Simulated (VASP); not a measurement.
# Ge3P4 (I4_1/amd) in VASP: a series of runs, part 2 of 2

VASP 6.6.1.

## (3) Single point, PBE

This run uses another cell than the first one, of 19.68 Å³/atom, 1.162 times its volume.

INCAR

```
PREC = Accurate ; ENCUT = 520
EDIFF = 1E-6 ; ISMEAR = 0
SIGMA = 0.1 ; LREAL = F
LASPH = T ; NELM = 80
ALGO = Normal ; ISIF = 2
LWAVE = F ; LCHARG = F
GGA = PE ; NBANDS = 75
```

KPOINTS

```
Automatic mesh
0
Gamma
  4 4 4
```

POSCAR

```
Ge3P4
1.0
   -3.5809658833      3.5809658833      5.3719872760
    3.5809658833     -3.5809658833      5.3719872760
    3.5809658833      3.5809658833     -5.3719872760
Ge P
6 8
Direct
    0.0000000000      0.0000000000      0.0000000000
    0.7500000000      0.2500000000      0.5000000000
    0.8750000000      0.6250000000      0.2500000000
    0.3750000000      0.6250000000      0.2500000000
    0.3750000000      0.6250000000      0.7500000000
    0.3750000000      0.1250000000      0.7500000000
    0.6281440875      0.3895832396      0.2385608479
    0.1395832396      0.4010223916      0.2614391521
    0.1510223916      0.3895832396      0.7614391521
    0.1395832396      0.8781440875      0.7385608479
    0.1218559125      0.8604167604      0.2614391521
    0.6104167604      0.3718559125      0.7614391521
    0.5989776084      0.8604167604      0.7385608479
    0.6104167604      0.8489776084      0.2385608479
```

Potentials or basis: VASP PAW PBE potentials, release 64 (Ge_d, P).

Command:

```
$ cat potpaw_PBE.64/Ge_d/POTCAR potpaw_PBE.64/P/POTCAR > POTCAR
$ mpirun -np 1 vasp_std > vasp.out
```

OUTCAR:

```text
PREC = Accurate
   ENCUT = 520
   EDIFF = 1E-6
   ISMEAR = 0
   LREAL = F
   LASPH = T
   NELM = 80
   ISIF = 2
   GGA = PE

 ion  position               nearest neighbor table
   1  0.000  0.000  0.000-   8 2.40  13 2.40  11 2.40  10 2.40
   2  0.750  0.250  0.500-   9 2.40  14 2.40  12 2.40   7 2.40
   3  0.875  0.625  0.250-  10 2.48  12 2.48   8 2.48  14 2.48   7 2.53  11 2.53
   4  0.375  0.625  0.250-   9 2.48  13 2.48  11 2.48   7 2.48   8 2.53  14 2.53
   5  0.375  0.625  0.750-   8 2.48  14 2.48  12 2.48  10 2.48  13 2.53   9 2.53
   6  0.375  0.125  0.750-   7 2.48  11 2.48   9 2.48  13 2.48  12 2.53  10 2.53
   7  0.628  0.390  0.239-   2 2.40   4 2.48   6 2.48   3 2.53
   8  0.140  0.401  0.261-   1 2.40   5 2.48   3 2.48   4 2.53
   9  0.151  0.390  0.761-   2 2.40   4 2.48   6 2.48   5 2.53
  10  0.140  0.878  0.739-   1 2.40   3 2.48   5 2.48   6 2.53
  11  0.122  0.860  0.261-   1 2.40   4 2.48   6 2.48   3 2.53
  12  0.610  0.372  0.761-   2 2.40   3 2.48   5 2.48   6 2.53
  13  0.599  0.860  0.739-   1 2.40   4 2.48   6 2.48   5 2.53
  14  0.610  0.849  0.239-   2 2.40   5 2.48   3 2.48   4 2.53

  LATTYP: Found a body centered tetragonal cell.
 ALAT       =     7.1619317666
 C/A-ratio  =     1.5001503648

  Lattice vectors:

 A1 = (  -3.5809658833,   3.5809658833,   5.3719872760)
 A2 = (   3.5809658833,  -3.5809658833,   5.3719872760)
 A3 = (   3.5809658833,   3.5809658833,  -5.3719872760)

Analysis of symmetry for initial positions (statically):
=====================================================================
 Subroutine PRICEL returns:
 Original cell was already a primitive cell.

 Routine SETGRP: Setting up the symmetry group for a
 body centered tetragonal supercell.

 Subroutine GETGRP returns: Found 16 space group operations
 (whereof  8 operations were pure point group operations)
 out of a pool of 16 trial point group operations.

The static configuration has the point symmetry D_2d.
 The point group associated with its full space group is D_4h.

Analysis of symmetry for dynamics (positions and initial velocities):
=====================================================================
 Subroutine PRICEL returns:
 Original cell was already a primitive cell.

 Routine SETGRP: Setting up the symmetry group for a
 body centered tetragonal supercell.

 Subroutine GETGRP returns: Found 16 space group operations
 (whereof  8 operations were pure point group operations)
 out of a pool of 16 trial point group operations.

The dynamic configuration has the point symmetry D_2d.
 The point group associated with its full space group is D_4h.

 Subroutine INISYM returns: Found 16 space group operations
 (whereof  8 operations are pure point group operations),
 and found     1 'primitive' translations

----------------------------------------------------------------------------------------

                                     Primitive cell

  volume of cell :     275.5468

  direct lattice vectors                    reciprocal lattice vectors
    -3.580965883  3.580965883  5.371987276     0.000000000  0.139627133  0.093075425
[... 82 lines left out ...]
   total plane-waves  NPLWV = 175616
   dimension x,y,z NGX =    56 NGY =   56 NGZ =   56
   dimension x,y,z NGXF=   112 NGYF=  112 NGZF=  112
   ions per type =               6   8
   NGX,Y,Z   is equivalent  to a cutoff of  12.61, 12.61, 12.61 a.u.
   NGXF,Y,Z  is equivalent  to a cutoff of  25.22, 25.22, 25.22 a.u.
 SYSTEM =  unknown system
   PREC   = accura    normal or accurate (medium, high low for compatibility)
   ISTART =      0    job   : 0-new  1-cont  2-samecut
   ICHARG =      2    charge: 1-file 2-atom 10-const
   ISPIN  =      1    spin polarized calculation?
   LNONCOLLINEAR =      F non collinear calculations
   LSORBIT =      F    spin-orbit coupling
   LASPH  =      T    aspherical Exc in radial PAW
   ENCUT  =  520.0 eV  38.22 Ry    6.18 a.u.  13.73 13.73 13.73*2*pi/ulx,y,z
   NELM   =     80;   NELMIN=  2; NELMDL= -5     # of ELM steps
   EDIFF  = 0.1E-05   stopping-criterion for ELM
   LREAL  =      F    real-space projection
   EDIFFG = 0.1E-04   stopping-criterion for IOM
   NSW    =      0    number of steps for IOM
   IBRION =     -1    ionic relax: 0-MD 1-quasi-New 2-CG
   NFREE  =      0    steps in history (QN), initial steepest desc. (CG)
   ISIF   =      2    stress and relaxation
   ISYM   =      2    0-nonsym 1-usesym 2-fastsym
   POTIM  = 0.5000    time-step for ionic-motion
   TEBEG  =    0.0;   TEEND  =   0.0 temperature during run
   PSTRESS=    0.0 pullay stress
   NELECT =     124.0000    total number of electrons
   NUPDOWN=      -1.0000    fix difference up-down
   EMIN   =  10.00;   EMAX   =-10.00  energy-range for DOS
   EFERMI =   0.00;   METHOD = LEGACY
   ISMEAR =     0;   SIGMA  =   0.10  broadening in eV -4-tet -1-fermi 0-gaus
   EFERMI_NEDOS =   21; number of points for ismear=-14 and -15
   IALGO  =     38    algorithm
   IMIX   =      4    mixing-type and parameters
     AMIX     =   0.40;   BMIX     =  1.00
     AMIX_MAG =   1.60;   BMIX_MAG =  1.00
  volume/ion in A,a.u.               =      19.68       132.82
  Fermi-wavevector in a.u.,A,eV,Ry     =   1.254537  2.370732 21.413721  1.573864
  Thomas-Fermi vector in A             =   2.388338
   LORBIT       =      0    0 simple, 1 ext, 2 COOP (PROOUT), +10 PAW based schemes
   GGA     = PE    functional components
   LHFCALC =     F    Hartree Fock is set to
   AEXX    =    0.0000 exact exchange contribution
   IVDW    =     0    specifies the selected vdW correction
   LEPSILON=     F    determine dielectric tensor
   LRPA    =     F    only Hartree local field effects (RPA)
 non-spin polarized calculation
 Gauss-broadening in eV      SIGMA  =   0.10
  energy-cutoff  :      520.00
  volume of cell :      275.55
 maximum number of plane-waves:      7432
 NGX is ok and might be reduce to    56
   NGX = 27   NGY = 27   NGZ = 27

 number of electron     123.9999942 magnetization

 Free energy of the ion-electron system (eV)
  ---------------------------------------------------
  ext. energy  EPLUGINS =         0.00000000
  ---------------------------------------------------
  free energy    TOTEN  =       -66.57604898 eV

  energy without entropy =      -66.55254673  energy(sigma->0) =      -66.56429785

 E-fermi :   5.9216     XC(G=0): -10.1732

 val. band max:        5.8455459156   @ k =  -0.2500  -0.2500   0.2500
 cond. band min:       5.9435489457   @ k =   0.2500   0.2500  -0.0000
 fundamental gap:      0.0980030301
 Fermi energy:         5.9215568952

 k-point     1 :       0.0000    0.0000    0.0000
  band No.  band energies     occupation
      1     -19.2078      2.00000
      2     -19.2078      2.00000
      3     -19.2072      2.00000
      4     -19.2072      2.00000
      5     -19.2060      2.00000
      6     -19.2055      2.00000
[... 990 lines left out ...]
     73       9.6540      0.00000
     74       9.6540      0.00000
 [bands above 74 left out]

------------------------ aborting loop because EDIFF is reached ----------------------------------------

  FORCE on cell =-STRESS in cart. coord.  units (eV):
  Direction    XX          YY          ZZ          XY          YZ          ZX
  --------------------------------------------------------------------------------------
  -------------------------------------------------------------------------------------
  Total        0.4708332      0.4708332     -0.1336248      0.0000000      0.0000000     -0.0000000
  in kB        2.7376776      2.7376776     -0.7769664      0.0000000      0.0000000     -0.0000000
  external PRESSURE =       1.5661296 kB  Pullay stress =       0.0000000 kB

 VOLUME and BASIS-vectors are now :
 -----------------------------------------------------------------------------
  energy-cutoff  :      520.00
  volume of cell :      275.55
      direct lattice vectors                 reciprocal lattice vectors
    -3.580965883  3.580965883  5.371987276     0.000000000  0.139627133  0.093075425
     3.580965883 -3.580965883  5.371987276     0.139627133  0.000000000  0.093075425
     3.580965883  3.580965883 -5.371987276     0.139627133  0.139627133  0.000000000

 POSITION                                       TOTAL-FORCE (eV/Angst)
 -----------------------------------------------------------------------------------
      0.00000      0.00000      0.00000        -0.000000     -0.000000      0.000000
     -0.00000      3.58097      2.68599        -0.000000     -0.000000      0.000000
     -0.00000      1.79048      6.71498        -0.000000     -0.000000      0.000000
      1.79048      0.00000      4.02899        -0.000000     -0.000000      0.000000
      3.58097      1.79048      1.34300        -0.000000     -0.000000      0.000000
      1.79048      3.58097     -1.34300        -0.000000     -0.000000      0.000000
      0.00000      1.70856      4.18567        -0.000000     -0.024710      0.022429
      1.87241      0.00000      1.49968         0.024710     -0.000000      0.022429
      3.58097      1.87241     -1.18631        -0.000000      0.024710      0.022429
      5.28952      0.00000      1.49968        -0.024710     -0.000000      0.022429
      3.58097     -1.70856      3.87231        -0.000000      0.024710     -0.022429
      1.87241      3.58097      1.18631         0.024710     -0.000000     -0.022429
      3.58097      1.70856      3.87231        -0.000000     -0.024710     -0.022429
      1.70856     -0.00000      6.55830        -0.024710     -0.000000     -0.022429
 -----------------------------------------------------------------------------------
    total drift:                                0.000000     -0.000000      0.000000

  FREE ENERGIE OF THE ION-ELECTRON SYSTEM (eV)
  ---------------------------------------------------
  free  energy   TOTEN  =       -66.5760489780 eV

  energy  without entropy=      -66.5525467314  energy(sigma->0) =      -66.56429785
```

Run time: 13 min. Hardware: 1 thread of AMD EPYC 7R13, shared host; peak memory 0.5 GiB.

Results:

```yaml
Free_energy: -66.5760 eV
Pressure: 0.2 GPa
Largest_force: 0.033 eV/Å
Band_gap_on_the_k_mesh: zero (band 62 reaches 6.06 eV, above the bottom of band 63 at 5.65 eV)
```

Forces on the atoms (eV/Å):
```
Ge   0.000  0.000  0.000
Ge   0.000  0.000  0.000
Ge   0.000  0.000  0.000
Ge   0.000  0.000  0.000
Ge   0.000  0.000  0.000
Ge   0.000  0.000  0.000
P    0.000 -0.025  0.022
P    0.025  0.000  0.022
P    0.000  0.025  0.022
P   -0.025  0.000  0.022
P    0.000  0.025 -0.022
P    0.025  0.000 -0.022
P    0.000 -0.025 -0.022
P   -0.025  0.000 -0.022
```

Levels at points of the mesh, in eV from the Fermi level:
| k point | band 59 | band 60 | band 61 | band 62 | band 63 | band 64 | band 65 | band 66 |
| --- | --- | --- | --- | --- | --- | --- | --- | --- |
| (0.00, 0.00, 0.00) | -0.64 | -0.48 | -0.48 | -0.37 | -0.27 | -0.21 | 0.03 | 0.03 |
| (0.50, 0.00, 0.00) | -0.71 | -0.47 | -0.33 | -0.20 | -0.08 | 0.48 | 0.60 | 0.94 |
| (0.50, 0.50, 0.00) | -1.22 | -1.22 | -0.31 | -0.31 | 1.07 | 1.07 | 1.55 | 1.55 |
| (0.50, 0.50, 0.50) | -0.83 | -0.83 | 0.07 | 0.07 | 0.80 | 0.80 | 1.88 | 1.88 |
